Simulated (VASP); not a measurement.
# BN (Cm) in VASP: single point with r2SCAN

Aim: the single point of BN with r2SCAN.

All numbers are computed with VASP 6.6.1; they aren't measurements. Logs are shortened: lines on timing, memory, paths and dates and some standing lists are left out, and cuts for length are marked.

## 1. The cell of the first run

Symmetry: Cm, No. 8, monoclinic system. Conventional cell: a = 4.406 Å, b = 2.544 Å, c = 12.814 Å, α = 90.00°, β = 99.90°, γ = 90.00°. Within 2.1 Å of B (site symmetry m) lie 4 N at 1.56 to 1.58 Å. B (site symmetry m) has 4 N at 1.56 to 1.58 Å within 2.1 Å. B (site symmetry m) has 4 N at 1.56 to 1.58 Å within 2.1 Å. B (site symmetry m) has 5 N at 1.56 to 2.03 Å within 2.1 Å. Within 2.1 Å of B (site symmetry m) lie 4 N at 1.56 to 1.58 Å. B (site symmetry m) has 4 N at 1.56 to 1.58 Å within 2.1 Å. N (site symmetry m) has 4 B at 1.56 to 1.58 Å within 2.1 Å. N (site symmetry m) has 4 B at 1.56 to 1.58 Å within 2.1 Å.

## 2. Single point, r2SCAN (the part above a cut slid along it)

File POSCAR:

```
BN
1.0
   -2.5439665234      0.0000000000      0.0000000000
   -1.2719832617     -2.2031396357      0.0000000000
   -1.2719832617      0.0000000000     12.6232348039
B N
6 6
Direct
    0.5521084015      0.6666666667      0.2291165303
    0.3854417349      0.6666666667      0.5624498636
    0.2187750682      0.6666666667      0.8957831970
    0.3021084015      0.3333333333      0.0624498636
    0.1354417349      0.3333333333      0.3957831970
   -0.0312249318      0.3333333333      0.7291165303
    0.6145415985      0.6666666667      0.1042501364
    0.4478749318      0.6666666667      0.4375834697
    0.2812082652      0.6666666667      0.7709168030
   -0.1354584015      0.3333333333      0.9375834697
    0.1978749318      0.3333333333      0.2709168030
    0.0312082652      0.3333333333      0.6042501364
```

File INCAR.step1:

```
ALGO = Normal
EDIFF = 1E-4
ENCUT = 520
GGA = PE
ISMEAR = 0
ISYM = 0
LASPH = T
LCHARG = F
LREAL = F
LWAVE = T
NBANDS = 36
NELM = 80
PREC = Accurate
SIGMA = 0.05
```

File INCAR.step2:

```
ALGO = Normal
EDIFF = 1E-6
ENCUT = 520
ISIF = 2
ISMEAR = 0
ISTART = 1
ISYM = 0
LASPH = T
LCHARG = T
LELF = T
LMIXTAU = T
LREAL = F
LVHAR = T
LWAVE = F
METAGGA = R2SCAN
NBANDS = 36
NELM = 80
PREC = Accurate
SIGMA = 0.05
```

File KPOINTS:

```
k-points
0
Gamma
  10 10 2
```

Potentials or basis: VASP PAW PBE potentials, release 64 (B, N).

On the command line:

```sh
$ cat potpaw_PBE.64/B/POTCAR potpaw_PBE.64/N/POTCAR > POTCAR
$ cp INCAR.step1 INCAR
$ mpirun -np 1 vasp_std > vasp.out
$ cp INCAR.step2 INCAR
$ mpirun -np 1 vasp_std > vasp.out
```

OUTCAR:

```text
EDIFF = 1E-6
   ENCUT = 520
   ISIF = 2
   ISMEAR = 0
   ISTART = 1
   ISYM = 0
   LASPH = T
   LREAL = F
   METAGGA = R2SCAN
   NELM = 80
   PREC = Accurate

 ion  position               nearest neighbor table
   1  0.552  0.667  0.229-  11 1.56  11 1.56  11 1.56   7 1.58
   2  0.385  0.667  0.562-  12 1.56  12 1.56  12 1.56   8 1.58
   3  0.219  0.667  0.896-  10 1.56  10 1.56  10 1.56   9 1.58
   4  0.302  0.333  0.062-   7 1.56   7 1.56   7 1.56
   5  0.135  0.333  0.396-   8 1.56   8 1.56   8 1.56  11 1.58
   6  0.969  0.333  0.729-   9 1.56   9 1.56   9 1.56  12 1.58
   7  0.615  0.667  0.104-   4 1.56   4 1.56   4 1.56   1 1.58
   8  0.448  0.667  0.438-   5 1.56   5 1.56   5 1.56   2 1.58
   9  0.281  0.667  0.771-   6 1.56   6 1.56   6 1.56   3 1.58
  10  0.865  0.333  0.938-   3 1.56   3 1.56   3 1.56
  11  0.198  0.333  0.271-   1 1.56   1 1.56   1 1.56   5 1.58
  12  0.031  0.333  0.604-   2 1.56   2 1.56   2 1.56   6 1.58

IMPORTANT INFORMATION: All symmetrisations will be switched off!
NOSYMM: (Re-)initialisation of all symmetry stuff for point group C_1.

----------------------------------------------------------------------------------------

                                     Primitive cell

  volume of cell :      70.7496

  direct lattice vectors                    reciprocal lattice vectors
    -2.543966523  0.000000000  0.000000000    -0.393086934  0.226948847 -0.039609498
    -1.271983262 -2.203139636  0.000000000     0.000000000 -0.453897694  0.000000000
    -1.271983262  0.000000000 12.623234804     0.000000000  0.000000000  0.079218997

  length of vectors
     2.543966523  2.543966523 12.687158797     0.455622683  0.453897694  0.079218997

  position of ions in fractional coordinates (direct lattice)
     0.552108401  0.666666667  0.229116530
     0.385441735  0.666666667  0.562449864
     0.218775068  0.666666667  0.895783197
     0.302108401  0.333333333  0.062449864
     0.135441735  0.333333333  0.395783197
     0.968775068  0.333333333  0.729116530
     0.614541598  0.666666667  0.104250136
     0.447874932  0.666666667  0.437583470
     0.281208265  0.666666667  0.770916803
     0.864541598  0.333333333  0.937583470
     0.197874932  0.333333333  0.270916803
     0.031208265  0.333333333  0.604250136

  ion indices of the primitive-cell ions
   primitive index   ion index
                 1           1
                 2           2
                 3           3
                 4           4
                 5           5
                 6           6
                 7           7
                 8           8
                 9           9
[... 109 lines left out ...]
   NUPDOWN=      -1.0000    fix difference up-down
   EMIN   =  10.00;   EMAX   =-10.00  energy-range for DOS
   EFERMI =   0.00;   METHOD = LEGACY
   ISMEAR =     0;   SIGMA  =   0.05  broadening in eV -4-tet -1-fermi 0-gaus
   EFERMI_NEDOS =   21; number of points for ismear=-14 and -15
   IALGO  =     38    algorithm
   IMIX   =      4    mixing-type and parameters
     AMIX     =   0.40;   BMIX     =  1.00
     AMIX_MAG =   1.60;   BMIX_MAG =  1.00
  volume/ion in A,a.u.               =       5.90        39.79
  Fermi-wavevector in a.u.,A,eV,Ry     =   1.438513  2.718396 28.154815  2.069321
  Thomas-Fermi vector in A             =   2.557472
   LORBIT       =      0    0 simple, 1 ext, 2 COOP (PROOUT), +10 PAW based schemes
   METAGGA = R2SCAN    functional components
   LHFCALC =     F    Hartree Fock is set to
   AEXX    =    0.0000 exact exchange contribution
   IVDW    =     0    specifies the selected vdW correction
   LEPSILON=     F    determine dielectric tensor
   LRPA    =     F    only Hartree local field effects (RPA)
 non-spin polarized calculation
 Gauss-broadening in eV      SIGMA  =   0.05
  energy-cutoff  :      520.00
  volume of cell :       70.75
 maximum number of plane-waves:      1928
   NGX =  9   NGY =  9   NGZ = 47

 number of electron      47.9999995 magnetization

 Free energy of the ion-electron system (eV)
  ---------------------------------------------------
  ext. energy  EPLUGINS =         0.00000000
  ---------------------------------------------------
  free energy    TOTEN  =      -111.89923885 eV

  energy without entropy =     -111.89923885  energy(sigma->0) =     -111.89923885

 E-fermi :   7.9810     XC(G=0): -13.6775

 val. band max:        7.7783462962   @ k =   0.0000   0.0000   0.0000
 cond. band min:      10.9405327867   @ k =   0.5000   0.5000  -0.0000
 fundamental gap:      3.1621864905
 Fermi energy:         7.9810114991

 k-point     1 :       0.0000    0.0000    0.0000
  band No.  band energies     occupation
      1     -14.1486      2.00000
      2     -13.4103      2.00000
      3     -13.1803      2.00000
      4     -11.5192      2.00000
      5     -11.3009      2.00000
      6      -9.6698      2.00000
[... 925 lines left out ...]
     35      20.5048      0.00000
     36      20.9417      0.00000

 [... further k-points ...]

------------------------ aborting loop because EDIFF is reached ----------------------------------------

  FORCE on cell =-STRESS in cart. coord.  units (eV):
  Direction    XX          YY          ZZ          XY          YZ          ZX
  --------------------------------------------------------------------------------------
  -------------------------------------------------------------------------------------
  Total       -4.5844807      1.3354237      6.4982210     -0.0000245     -3.6356485      0.0001196
  in kB     -103.8189554     30.2416574    147.1570187     -0.0005556    -82.3319478      0.0027080
  external PRESSURE =      24.5265736 kB  Pullay stress =       0.0000000 kB

 VOLUME and BASIS-vectors are now :
 -----------------------------------------------------------------------------
  energy-cutoff  :      520.00
  volume of cell :       70.75
      direct lattice vectors                 reciprocal lattice vectors
    -2.543966523  0.000000000  0.000000000    -0.393086934  0.226948847 -0.039609498
    -1.271983262 -2.203139636  0.000000000     0.000000000 -0.453897694  0.000000000
    -1.271983262  0.000000000 12.623234804     0.000000000  0.000000000  0.079218997

 POSITION                                       TOTAL-FORCE (eV/Angst)
 -----------------------------------------------------------------------------------
     -2.54397     -1.46876      2.89219         0.000034     -0.328366      0.396146
     -2.54397     -1.46876      7.09994         0.000017      0.000446      0.205703
     -2.54397     -1.46876     11.30768        -0.000083     -0.771064     -0.076348
     -1.27198     -0.73438      0.78832        -0.000015      0.237896      1.198024
     -1.27198     -0.73438      4.99606        -0.000067     -0.024483      0.210044
     -3.81595     -0.73438      9.20381         0.000034      0.004798      0.231809
     -2.54397     -1.46876      1.31597        -0.000011     -1.185318      0.959995
     -2.54397     -1.46876      5.52372         0.000055     -0.002451     -0.207515
     -2.54397     -1.46876      9.73146        -0.000010      0.132020     -0.472795
     -3.81595     -0.73438     11.83534         0.000027      1.992498     -2.044372
     -1.27198     -0.73438      3.41985         0.000007     -0.058826     -0.185069
     -1.27198     -0.73438      7.62759         0.000011      0.002849     -0.215625
 -----------------------------------------------------------------------------------
    total drift:                               -0.000104      0.000098      0.005448

  FREE ENERGIE OF THE ION-ELECTRON SYSTEM (eV)
  ---------------------------------------------------
  free  energy   TOTEN  =      -111.8992388525 eV

  energy  without entropy=     -111.8992388524  energy(sigma->0) =     -111.89923885
```

OSZICAR.step1:

```text
N       E                     dE             d eps       ncg     rms          rms(c)
DAV:   1     0.178864013842E+03    0.17886E+03   -0.25602E+04  7488   0.131E+03
DAV:   2    -0.970314831890E+02   -0.27590E+03   -0.26124E+03  9568   0.301E+02
DAV:   3    -0.107689865020E+03   -0.10658E+02   -0.10595E+02  9960   0.575E+01
DAV:   4    -0.107780249028E+03   -0.90384E-01   -0.90243E-01  9760   0.550E+00
DAV:   5    -0.107781447066E+03   -0.11980E-02   -0.11971E-02  9740   0.584E-01    0.166E+01
DAV:   6    -0.102187850475E+03    0.55936E+01   -0.14877E+01  9236   0.188E+01    0.772E+00
DAV:   7    -0.101810285039E+03    0.37757E+00   -0.91581E-01 10016   0.544E+00    0.474E+00
DAV:   8    -0.101730786527E+03    0.79499E-01   -0.25130E-01  9268   0.286E+00    0.537E-01
DAV:   9    -0.101724918274E+03    0.58683E-02   -0.22963E-02  9416   0.925E-01    0.272E-01
DAV:  10    -0.101725125311E+03   -0.20704E-03   -0.26030E-03  9768   0.310E-01    0.152E-01
DAV:  11    -0.101725324275E+03   -0.19896E-03   -0.76369E-04  9160   0.156E-01    0.327E-02
DAV:  12    -0.101725342172E+03   -0.17896E-04   -0.66839E-05  5120   0.560E-02
   1 F= -.10172534E+03 E0= -.10172534E+03  d E =-.189523E-13
```

Wall time 19 min (1 thread of Oxide Virtual Turin-like, shared host); peak memory 0.28 GiB.

Results:

```
Free energy            : -111.8992 eV
Pressure               : 2.5 GPa
Largest force          : 2.855 eV/Å
Band gap on the k mesh : 3.16 eV (least direct gap 4.08 eV)
```

Forces in eV/Å, atoms in the order of the input:
```
B    0.000 -0.328  0.396
B    0.000  0.000  0.206
B    0.000 -0.771 -0.076
B    0.000  0.238  1.198
B    0.000 -0.024  0.210
B    0.000  0.005  0.232
N    0.000 -1.185  0.960
N    0.000 -0.002 -0.208
N    0.000  0.132 -0.473
N    0.000  1.992 -2.044
N    0.000 -0.059 -0.185
N    0.000  0.003 -0.216
```

Stress tensor (GPa, compression positive):
```
-10.38   0.00   0.00
  0.00   3.02  -8.23
  0.00  -8.23  14.72
```

Levels at points of the mesh, in eV from the valence-band top:
```tsv
k point	band 21	band 22	band 23	band 24	band 25	band 26	band 27	band 28
(0.00, 0.00, 0.00)	-0.63	-0.26	-0.20	0.00	7.38	8.46	8.58	9.09
(0.50, 0.00, 0.00)	-3.89	-3.27	-2.57	-0.97	3.21	6.75	7.05	7.28
(0.00, 0.50, 0.00)	-3.66	-2.96	-2.60	-2.57	4.87	6.73	6.96	7.08
(0.50, 0.50, 0.00)	-3.87	-3.24	-2.58	-0.92	3.16	6.73	6.98	7.29
(0.00, 0.00, 0.50)	-0.76	-0.58	-0.20	-0.18	7.44	8.50	8.53	9.12
(0.50, 0.00, 0.50)	-3.87	-3.24	-2.58	-0.92	3.16	6.73	6.98	7.29
(0.00, 0.50, 0.50)	-3.58	-3.37	-2.73	-2.44	4.89	6.79	6.93	7.18
(0.50, 0.50, 0.50)	-3.89	-3.27	-2.57	-0.97	3.21	6.75	7.05	7.28
```

Caveat: the cell differs from its parent crystal (the part above a cut slid along it); the stress differs along the axes, from -10 to 15 GPa; the PAW data sets were made with another functional, which shifts forces and pressure a little. A k mesh can miss the band edges.
